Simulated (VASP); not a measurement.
CaO:

```
Ca O
1.0
     0.00000    2.30165    2.30165
     2.30165    0.00000    2.30165
     2.30165    2.30165    0.00000
Ca O
1 1
Direct
  0.00000 0.00000 0.00000
  0.50000 0.50000 0.50000
```

This cell differs from its parent crystal: strain -4.0%.

Base run:

```yaml
Program: VASP 6.6.1
Functional: PBE
Potentials_or_basis: VASP PAW PBE potentials, release 64 (Ca_sv, O)
Cutoff: 520 eV
k_mesh: 10 × 10 × 10
Occupations: fermi-dirac, width 0.02 eV
Spin: no spin polarisation
```

Its results: band gap on the k mesh 3.55 eV, indirect (least direct gap 3.88 eV); pressure 22.0 GPa.

Task: The run is repeated on the same cell with these changes: functional from PBE to r2SCAN; occupations from fermi-dirac, width 0.02 eV to gaussian, width 0.01 eV. What comes out?

Result: Band gap on the k mesh 4.11 eV, indirect (least direct gap 4.43 eV); pressure 20.4 GPa.

Caveats: the PAW data sets were made with another functional, which shifts forces and pressure a little (some runs).

A k mesh can miss the band edges.
